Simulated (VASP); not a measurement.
# Li16S7 (a cell with a defect) in VASP: single point with PBEsol

Aim: the single point of Li16S7 (a cell with a defect) with PBEsol.

All numbers are computed with VASP 6.6.1; they aren't measurements. Logs are shortened: lines on timing, memory, paths and dates and some standing lists are left out, and cuts for length are marked.

### 1 The cell of the first run

The cell holds a defect, 23 atoms: a = 7.996 Å, b = 7.996 Å, c = 7.996 Å, α = 60.00°, β = 60.00°, γ = 60.00°.

### 2 Single point, PBEsol (atoms taken out, then relaxed in part)

Contents of INCAR:

```
PREC = Accurate
ENCUT = 650
EDIFF = 1E-6
ISMEAR = 0
SIGMA = 0.05
LREAL = F
LASPH = T
NELM = 120
ALGO = Normal
ISIF = 2
LWAVE = F
LCHARG = T
GGA = PS
LELF = T
LVHAR = T
NBANDS = 62
NELECT = 88.0
GGA_COMPAT = F
```

Contents of KPOINTS:

```
regular mesh
0
Gamma
  4 4 4
```

Contents of POSCAR:

```
Li16S7
1.0
    0.0000000000      5.6541569289      5.6541569289
    5.6541569289      0.0000000000      5.6541569289
    5.6541569289      5.6541569289      0.0000000000
Li S
16 7
Direct
    0.1312839252      0.1174804635      0.0938882775
    0.1312839252      0.1174804635      0.6573473338
    0.1282163611      0.6282163611      0.1217836389
    0.1909815957      0.6909815957      0.5590184043
    0.6026788295      0.1026788295      0.1473211705
    0.6320576339      0.1320576339      0.6179423661
    0.6174804635      0.6312839252      0.0938882775
    0.6174804635      0.6312839252      0.6573473338
    0.3825195365      0.3687160748      0.4061117225
    0.3825195365      0.3687160748      0.8426526662
    0.3973211705      0.8973211705      0.3526788295
    0.3679423661      0.8679423661      0.8820576339
    0.8717836389      0.3717836389      0.3782163611
    0.8090184043      0.3090184043      0.9409815957
    0.8687160748      0.8825195365      0.4061117225
    0.8687160748      0.8825195365      0.8426526662
    0.0000000000      0.5000000000     -0.2500000000
    0.0198114475      0.0377766913      0.4712059306
   -0.0198114475     -0.0377766913      0.0287940694
    0.5377766913      0.5198114475      0.4712059306
    0.4622233087      0.4801885525      0.0287940694
    0.5000000000      0.0000000000      0.5141740952
    0.5000000000      0.0000000000     -0.0141740952
```

Potentials or basis: VASP PAW PBE potentials, release 64 (Li_sv, S).

Started as:

```console
> cat potpaw_PBE.64/Li_sv/POTCAR potpaw_PBE.64/S/POTCAR > POTCAR
> mpirun -np 1 vasp_std > vasp.out
```

OUTCAR:

```text
PREC = Accurate
   ENCUT = 650
   EDIFF = 1E-6
   ISMEAR = 0
   LREAL = F
   LASPH = T
   NELM = 120
   ISIF = 2
   GGA = PS
   NELECT = 88.0

 ion  position               nearest neighbor table
   1  0.131  0.117  0.094-  23 2.41  19 2.46  18 2.50
   2  0.131  0.117  0.657-  22 2.41  19 2.46  18 2.50
   3  0.128  0.628  0.122-  19 2.20  21 2.20
   4  0.191  0.691  0.559-  17 2.16  18 2.30  20 2.30  11 2.33
   5  0.603  0.103  0.147-  11 2.32  14 2.33  22 2.41  23 2.41  19 2.47  21 2.47
   6  0.632  0.132  0.618-  22 2.41  23 2.41  18 2.54  20 2.54
   7  0.617  0.631  0.094-  23 2.41  21 2.46  20 2.50
   8  0.617  0.631  0.657-  22 2.41  21 2.46  20 2.50
   9  0.383  0.369  0.406-  22 2.41  20 2.46  21 2.50
  10  0.383  0.369  0.843-  23 2.41  20 2.46  21 2.50
  11  0.397  0.897  0.353-   5 2.32   4 2.33  23 2.41  22 2.41  18 2.47  20 2.47
  12  0.368  0.868  0.882-  22 2.41  23 2.41  19 2.54  21 2.54
  13  0.872  0.372  0.378-  18 2.20  20 2.20
  14  0.809  0.309  0.941-  17 2.16  19 2.30  21 2.30   5 2.33
  15  0.869  0.883  0.406-  22 2.41  18 2.46  19 2.50
  16  0.869  0.883  0.843-  23 2.41  18 2.46  19 2.50
  17  0.000  0.500  0.750-   4 2.16  14 2.16
  18  0.020  0.038  0.471-  13 2.20   4 2.30  15 2.46  16 2.46  11 2.47   2 2.50   1 2.50   6 2.54
[... 7 lines left out ...]
  22  0.500  0.000  0.514-   6 2.41  12 2.41   5 2.41  11 2.41   9 2.41   2 2.41   8 2.41  15 2.41

  23  0.500  0.000  0.986-   6 2.41  12 2.41  11 2.41   5 2.41  10 2.41   1 2.41   7 2.41  16 2.41

  LATTYP: Found a face centered cubic cell.
 ALAT       =    11.3083138578

  Lattice vectors:

 A1 = (   0.0000000000,   5.6541569289,   5.6541569289)
 A2 = (   5.6541569289,   0.0000000000,   5.6541569289)
 A3 = (   5.6541569289,   5.6541569289,   0.0000000000)

Analysis of symmetry for initial positions (statically):
=====================================================================
 Subroutine PRICEL returns:
 Original cell was already a primitive cell.

 Routine SETGRP: Setting up the symmetry group for a
 face centered cubic supercell.

 Subroutine GETGRP returns: Found  8 space group operations
 (whereof  2 operations were pure point group operations)
 out of a pool of 48 trial point group operations.

The static configuration has the point symmetry C_1h.
 The point group associated with its full space group is D_2h.

Analysis of symmetry for dynamics (positions and initial velocities):
=====================================================================
 Subroutine PRICEL returns:
 Original cell was already a primitive cell.

 Routine SETGRP: Setting up the symmetry group for a
[... 149 lines left out ...]
   ISYM   =      2    0-nonsym 1-usesym 2-fastsym
   POTIM  = 0.5000    time-step for ionic-motion
   TEBEG  =    0.0;   TEEND  =   0.0 temperature during run
   PSTRESS=    0.0 pullay stress
   NELECT =      88.0000    total number of electrons
   NUPDOWN=      -1.0000    fix difference up-down
   EMIN   =  10.00;   EMAX   =-10.00  energy-range for DOS
   EFERMI =   0.00;   METHOD = LEGACY
   ISMEAR =     0;   SIGMA  =   0.05  broadening in eV -4-tet -1-fermi 0-gaus
   EFERMI_NEDOS =   21; number of points for ismear=-14 and -15
   IALGO  =     38    algorithm
   IMIX   =      4    mixing-type and parameters
     AMIX     =   0.40;   BMIX     =  1.00
     AMIX_MAG =   1.60;   BMIX_MAG =  1.00
  volume/ion in A,a.u.               =      15.72       106.07
  Fermi-wavevector in a.u.,A,eV,Ry     =   1.022173  1.931627 14.215887  1.044838
  Thomas-Fermi vector in A             =   2.155838
   LORBIT       =      0    0 simple, 1 ext, 2 COOP (PROOUT), +10 PAW based schemes
   GGA     = PS    functional components
   LHFCALC =     F    Hartree Fock is set to
   AEXX    =    0.0000 exact exchange contribution
   IVDW    =     0    specifies the selected vdW correction
   LEPSILON=     F    determine dielectric tensor
   LRPA    =     F    only Hartree local field effects (RPA)
 non-spin polarized calculation
 Gauss-broadening in eV      SIGMA  =   0.05
  energy-cutoff  :      650.00
  volume of cell :      361.52
 maximum number of plane-waves:     13640
 NGX is ok and might be reduce to    70
   NGX = 33   NGY = 33   NGZ = 33

 number of electron      87.9999996 magnetization

 Free energy of the ion-electron system (eV)
  ---------------------------------------------------
  ext. energy  EPLUGINS =         0.00000000
  ---------------------------------------------------
  free energy    TOTEN  =       -94.40587592 eV

  energy without entropy =      -94.40587592  energy(sigma->0) =      -94.40587592

 E-fermi :   1.6239     XC(G=0):  -8.2370

 val. band max:        1.2778680554   @ k =   0.2500   0.2500   0.0000
 cond. band min:       3.4454195453   @ k =   0.0000   0.0000   0.0000
 fundamental gap:      2.1675514899
 Fermi energy:         1.6238934987

 k-point     1 :       0.0000    0.0000    0.0000
  band No.  band energies     occupation
      1     -42.9945      2.00000
      2     -42.9889      2.00000
      3     -42.4346      2.00000
      4     -42.4323      2.00000
      5     -42.4261      2.00000
      6     -42.4259      2.00000
[... 1051 lines left out ...]
     55       7.4284      0.00000
     56       7.5630      0.00000
 [bands above 56 left out]

------------------------ aborting loop because EDIFF is reached ----------------------------------------

  FORCE on cell =-STRESS in cart. coord.  units (eV):
  Direction    XX          YY          ZZ          XY          YZ          ZX
  --------------------------------------------------------------------------------------
  -------------------------------------------------------------------------------------
  Total      -12.0398941    -12.0398941     -3.5850967     -3.8963617      0.0000000      0.0000000
  in kB      -53.3580167    -53.3580167    -15.8883165    -17.2677709      0.0000000      0.0000000
  external PRESSURE =     -40.8681166 kB  Pullay stress =       0.0000000 kB

 VOLUME and BASIS-vectors are now :
 -----------------------------------------------------------------------------
  energy-cutoff  :      650.00
  volume of cell :      361.52
      direct lattice vectors                 reciprocal lattice vectors
     0.000000000  5.654156929  5.654156929    -0.088430513  0.088430513  0.088430513
     5.654156929  0.000000000  5.654156929     0.088430513 -0.088430513  0.088430513
     5.654156929  5.654156929  0.000000000     0.088430513  0.088430513 -0.088430513

 POSITION                                       TOTAL-FORCE (eV/Angst)
 -----------------------------------------------------------------------------------
      1.19511      1.27316      1.40655         0.005070     -0.004617      0.003001
      4.38100      4.45904      1.40655         0.004617     -0.005070      0.003001
      4.24062      1.41354      4.27699         0.000000      0.000000     -0.026190
      7.06770      4.24062      4.98676         0.000000      0.000000      0.014243
      1.41354      4.24062      3.98820         0.000000      0.000000     -0.001485
      4.24062      7.06770      4.32043         0.000000      0.000000      0.003163
[... 15 lines left out ...]
      2.90722      5.73430      2.82708         0.000412      0.000412     -0.000000
      5.57401      8.40109      2.82708        -0.000412     -0.000412     -0.000000
 -----------------------------------------------------------------------------------
    total drift:                               -0.000000     -0.000000     -0.000000

  FREE ENERGIE OF THE ION-ELECTRON SYSTEM (eV)
  ---------------------------------------------------
  free  energy   TOTEN  =       -94.4058759163 eV

  energy  without entropy=      -94.4058759163  energy(sigma->0) =      -94.40587592
```

stdout:

```text
POSCAR found type information on POSCAR LiS
 POSCAR found :  2 types and      23 ions
 scaLAPACK will be used
 -----------------------------------------------------------------------------
|                                                                             |
|                                                                             |
|     You have a (more or less) 'large supercell' and for larger cells it     |
|     might be more efficient to use real-space projection operators.         |
|     Therefore, try LREAL= Auto in the INCAR file.                           |
|     Mind: For very accurate calculation, you might also keep the            |
|     reciprocal projection scheme (i.e. LREAL=.FALSE.).                      |
|                                                                             |
 -----------------------------------------------------------------------------

 -----------------------------------------------------------------------------
|                                                                             |
|                                                                             |
|     You enforced a specific xc type in the INCAR file but a different       |
|     I HOPE YOU KNOW WHAT YOU ARE DOING!                                     |
|                                                                             |
 -----------------------------------------------------------------------------

 LDA part: xc-table for (Slater+PW92), standard interpolation
 POSCAR, INCAR and KPOINTS ok, starting setup
 FFT: planning ... GRIDC
 FFT: planning ... GRID_SOFT
 FFT: planning ... GRID
 WAVECAR not read
 entering main loop
 the old and the new charge density differ
 old charge density:    90.00000 new   88.00000
    0.101E+01
```

Wall time 9.9 min (1 thread of AMD EPYC 9R45 (Zen 5), shared host); peak memory 0.88 GiB.

What came out:

| Property | Result |
| --- | --- |
| Free energy | -94.4059 eV |
| Largest force | 0.026 eV/Å |

Forces in eV/Å, atoms in the order of the input:
```
Li   0.005 -0.005  0.003
Li   0.005 -0.005  0.003
Li   0.000  0.000 -0.026
Li   0.000  0.000  0.014
Li   0.000  0.000 -0.001
Li   0.000  0.000  0.003
Li  -0.005  0.005  0.003
Li  -0.005  0.005  0.003
Li   0.005 -0.005 -0.003
Li   0.005 -0.005 -0.003
Li   0.000  0.000  0.001
Li   0.000  0.000 -0.003
Li   0.000  0.000  0.026
Li   0.000  0.000 -0.014
Li  -0.005  0.005 -0.003
Li  -0.005  0.005 -0.003
S    0.000  0.000  0.000
S   -0.006  0.006 -0.006
S    0.006 -0.006  0.006
S    0.006 -0.006 -0.006
S   -0.006  0.006  0.006
S    0.000  0.000  0.000
S    0.000  0.000  0.000
```

Caveat: the cell carries a net charge on a neutralising background, which shifts energy and pressure; the cell differs from its parent crystal (atoms taken out, then relaxed in part); the cell is charged against a uniform background, so pressure and absolute levels hang on convention; the PAW data sets were made with another functional, which shifts forces and pressure a little.
